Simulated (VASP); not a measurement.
# PbS (Fm-3m) in VASP: notebook, part 2 of 2

VASP 6.6.1.

## Step 5: Single point, PBE (strain +2.0%)

The input, INCAR:

```
SYSTEM = PbS
ALGO = Normal
EDIFF = 1E-6
ENCUT = 500
GGA = PE
GGA_COMPAT = .FALSE.
ISIF = 2
ISMEAR = 0
LASPH = .TRUE.
LCHARG = .FALSE.
LREAL = .FALSE.
LWAVE = .FALSE.
NBANDS = 17
NELM = 120
PREC = Accurate
SIGMA = 0.01
```

The input, KPOINTS:

```
k-points
0
G
  4 4 4
  0 0 0
```

The input, POSCAR:

```
PbS
1.0
    0.0000000000      3.0469773297      3.0469773297
    3.0469773297      0.0000000000      3.0469773297
    3.0469773297      3.0469773297      0.0000000000
Pb S
1 1
Direct
    0.0000000000      0.0000000000      0.0000000000
    0.5000000000      0.5000000000      0.5000000000
```

Potentials or basis: VASP PAW PBE potentials, release 64 (Pb_d, S).

The run is started by

```console
cat potpaw_PBE.64/Pb_d/POTCAR potpaw_PBE.64/S/POTCAR > POTCAR
mpirun -np 1 vasp_std > vasp.out
```

OUTCAR:

```text
SYSTEM = PbS
   EDIFF = 1E-6
   ENCUT = 500
   GGA = PE
   ISIF = 2
   ISMEAR = 0
   LASPH = .TRUE.
   LREAL = .FALSE.
   NELM = 120
   PREC = Accurate

 ion  position               nearest neighbor table
   1  0.000  0.000  0.000-   2 3.05   2 3.05   2 3.05   2 3.05   2 3.05   2 3.05
   2  0.500  0.500  0.500-   1 3.05   1 3.05   1 3.05   1 3.05   1 3.05   1 3.05

  LATTYP: Found a face centered cubic cell.
 ALAT       =     6.0939546594

  Lattice vectors:

 A1 = (   0.0000000000,   3.0469773297,   3.0469773297)
 A2 = (   3.0469773297,   0.0000000000,   3.0469773297)
 A3 = (   3.0469773297,   3.0469773297,   0.0000000000)

Analysis of symmetry for initial positions (statically):
=====================================================================
 Subroutine PRICEL returns:
 Original cell was already a primitive cell.

 Routine SETGRP: Setting up the symmetry group for a
 face centered cubic supercell.

 Subroutine GETGRP returns: Found 48 space group operations
 (whereof 48 operations were pure point group operations)
 out of a pool of 48 trial point group operations.

The static configuration has the point symmetry O_h .

[... 141 lines left out ...]
  energy without entropy =       -8.74266816  energy(sigma->0) =       -8.74266816

 E-fermi :   4.8250     XC(G=0):  -9.3079

 val. band max:        4.7272924312   @ k =   0.5000   0.0000   0.0000
 cond. band min:       5.3532195251   @ k =   0.5000   0.0000   0.0000
 fundamental gap:      0.6259270939
 Fermi energy:         4.8250075439

 k-point     1 :       0.0000    0.0000    0.0000
  band No.  band energies     occupation
      1     -11.9178      2.00000
      2     -11.9178      2.00000
      3     -11.9178      2.00000
      4     -11.8999      2.00000
      5     -11.8999      2.00000
      6      -8.1031      2.00000
[... 137 lines left out ...]
      4     -11.8977      2.00000
      5     -11.8736      2.00000
      6      -6.7018      2.00000
[... 9 lines left out ...]
     16      16.5306      0.00000
     17      17.1125      0.00000

------------------------ aborting loop because EDIFF is reached ----------------------------------------

  FORCE on cell =-STRESS in cart. coord.  units (eV):
  Direction    XX          YY          ZZ          XY          YZ          ZX
  --------------------------------------------------------------------------------------
  -------------------------------------------------------------------------------------
  Total       -0.7178021     -0.7178021     -0.7178021      0.0000000      0.0000000     -0.0000000
  in kB      -20.3272032    -20.3272032    -20.3272032      0.0000000      0.0000000     -0.0000000
  external PRESSURE =     -20.3272032 kB  Pullay stress =       0.0000000 kB

 VOLUME and BASIS-vectors are now :
 -----------------------------------------------------------------------------
  energy-cutoff  :      500.00
  volume of cell :       56.58
      direct lattice vectors                 reciprocal lattice vectors
     0.000000000  3.046977330  3.046977330    -0.164097053  0.164097053  0.164097053
     3.046977330  0.000000000  3.046977330     0.164097053 -0.164097053  0.164097053
     3.046977330  3.046977330  0.000000000     0.164097053  0.164097053 -0.164097053

 POSITION                                       TOTAL-FORCE (eV/Angst)
 -----------------------------------------------------------------------------------
      0.00000      0.00000      0.00000        -0.000000      0.000000     -0.000000
      3.04698      3.04698      3.04698         0.000000     -0.000000      0.000000
 -----------------------------------------------------------------------------------
    total drift:                                0.000000     -0.000000     -0.000000

  FREE ENERGIE OF THE ION-ELECTRON SYSTEM (eV)
  ---------------------------------------------------
  free  energy   TOTEN  =        -8.7426681592 eV

  energy  without entropy=       -8.7426681592  energy(sigma->0) =       -8.74266816
```

OSZICAR:

```text
N       E                     dE             d eps       ncg     rms          rms(c)
DAV:   1     0.161215170053E+03    0.16122E+03   -0.92455E+03   272   0.117E+03
DAV:   2     0.363769566404E+01   -0.15758E+03   -0.15225E+03   288   0.316E+02
DAV:   3    -0.896889920619E+01   -0.12607E+02   -0.12526E+02   381   0.940E+01
DAV:   4    -0.929420857012E+01   -0.32531E+00   -0.32503E+00   343   0.165E+01
DAV:   5    -0.930570492278E+01   -0.11496E-01   -0.11496E-01   405   0.291E+00    0.410E+00
DAV:   6    -0.873638051938E+01    0.56932E+00   -0.17696E+00   435   0.809E+00    0.289E+00
DAV:   7    -0.873938473142E+01   -0.30042E-02   -0.14829E-01   325   0.185E+00    0.177E+00
DAV:   8    -0.874318715112E+01   -0.38024E-02   -0.20080E-02   348   0.143E+00    0.440E-01
DAV:   9    -0.874238066542E+01    0.80649E-03   -0.43004E-03   413   0.501E-01    0.119E-01
DAV:  10    -0.874266860477E+01   -0.28794E-03   -0.46344E-04   322   0.124E-01    0.934E-02
DAV:  11    -0.874266699429E+01    0.16105E-05   -0.51635E-05   357   0.815E-02    0.121E-02
DAV:  12    -0.874266826251E+01   -0.12682E-05   -0.37520E-06   338   0.198E-02    0.587E-03
DAV:  13    -0.874266815918E+01    0.10333E-06   -0.19689E-07   246   0.494E-03
   1 F= -.87426682E+01 E0= -.87426682E+01  d E =-.120174E-44
```

stdout:

```text
POSCAR found type information on POSCAR PbS
 POSCAR found :  2 types and       2 ions
 scaLAPACK will be used
 LDA part: xc-table for (Slater+PW92), standard interpolation
 POSCAR, INCAR and KPOINTS ok, starting setup
 FFT: planning ... GRIDC
 FFT: planning ... GRID_SOFT
 FFT: planning ... GRID
 WAVECAR not read
 entering main loop
```

Run time: 7.8 s. Hardware: 1 thread of Intel Xeon Platinum 8259CL at 2.50GHz (Skylake/Cascade Lake), shared host; peak memory 0.17 GiB.

What came out:

```yaml
Free_energy: -8.7427 eV
Pressure: -2.0 GPa
Band_gap_on_the_k_mesh: 0.63 eV
```

Caveat: the k points lie up to 0.45 Å⁻¹ apart; the cell differs from its parent crystal (strain +2.0%); spin-orbit coupling is left out, which moves the levels of the heavy elements.

## Step 6: Overview

| level | spin | cell | k mesh | cutoff (eV) | smearing | gap on the mesh (eV) | pressure (GPa) |
| --- | --- | --- | --- | --- | --- | --- | --- |
| r2SCAN | non-collinear, zero start, SOC | a = 4.394 Å, angles 60.0°, 2 atoms | 8 × 8 × 8 | 520 | fermi-dirac 0.02 eV | - | -5.4 |
| PBE | off | a = 4.182 Å, angles 60.0°, 2 atoms | 4 × 4 × 4 | 500 | gaussian 0.01 eV | 0.33 | 2.8 |
| PBE | off | a = 4.267 Å, angles 60.0°, 2 atoms | 4 × 4 × 4 | 500 | gaussian 0.01 eV | 0.54 | -0.6 |
| PBE | off | a = 4.309 Å, angles 60.0°, 2 atoms | 4 × 4 × 4 | 500 | gaussian 0.01 eV | 0.63 | -2.0 |

Alike in all rows: task single point; potentials or basis VASP PAW PBE potentials, release 64 (Pb_d, S).

Caveats: some runs use coarse meshes; spin-orbit coupling is left out, which moves the levels of the heavy elements (at least some runs); the cell stands under tension (at least some runs); the PAW data sets were made with another functional, which shifts forces and pressure a little (at least some runs).

Absolute energies hang on the potentials; compare differences alone.
